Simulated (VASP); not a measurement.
# Si2Mo: single point with PBE

Crystal: Si2Mo.

```
Si Mo
1.0
     3.24384    0.00000    0.00000
     0.00000    3.24384    0.00000
     0.00000    0.00000    7.51873
Si Mo
4 2
Direct
  0.00000 0.00000 0.33470
  0.50000 0.50000 0.16530
  0.50000 0.50000 0.83470
  0.00000 0.00000 0.66530
  0.00000 0.00000 0.00000
  0.50000 0.50000 0.50000
```

This cell differs from its parent crystal: uniaxial strain along c: -4.5 %, then relaxed in part.

- Program: VASP 6.6.1
- Task: single point
- Functional: PBE
- Potentials or basis: VASP PAW PBE potentials, release 64 (Si, Mo_sv)
- Cutoff: 520 eV
- k mesh: 12 × 12 × 6
- Occupations: gaussian, width 0.1 eV
- Spin: no spin polarisation
- Dipole correction: no
- Further INCAR settings: ALGO = Normal; EDIFF = 1e-06; NBANDS = 31

```json
{"Pressure": "8.5 GPa", "Largest force": "0.004 eV/Å", "Band gap on the k mesh": "zero (bands 22 and 23 overlap by 0.79 eV)"}
```

Forces in eV/Å, atoms in the order of the input:
```
Si   0.000  0.000 -0.004
Si   0.000  0.000  0.004
Si   0.000  0.000 -0.004
Si   0.000  0.000  0.004
Mo   0.000  0.000  0.000
Mo   0.000  0.000  0.000
```

Stress tensor (GPa, compression positive):
```
 0.18  0.00  0.00
 0.00  0.18  0.00
 0.00  0.00 25.10
```

Levels at points of the mesh, in eV from the Fermi level:
| k point | band 20 | band 21 | band 22 | band 23 | band 24 | band 25 |
| --- | --- | --- | --- | --- | --- | --- |
| (0.00, 0.00, 0.00) | -0.67 | -0.36 | -0.36 | 0.29 | 0.48 | 3.17 |
| (0.50, 0.00, 0.00) | -1.67 | -0.77 | -0.77 | 1.97 | 1.97 | 3.55 |
| (0.50, 0.50, 0.00) | -2.58 | -1.10 | -1.10 | 2.30 | 2.30 | 2.96 |
| (0.00, 0.00, 0.50) | -1.59 | 0.38 | 0.38 | 1.76 | 1.76 | 1.76 |
| (0.50, 0.00, 0.50) | -2.34 | -0.49 | -0.49 | 2.26 | 2.26 | 2.99 |
| (0.50, 0.50, 0.50) | -1.78 | -1.78 | -1.78 | 0.78 | 0.78 | 2.30 |

It took 89 s on 1 thread of Intel(R) Xeon(R) 6975P-C (Granite Rapids), with other jobs on the host, peak memory 0.32 GiB.

Caveat: the cell differs from its parent crystal (uniaxial strain along c: -4.5 %, then relaxed in part); the cell stands under pressure.
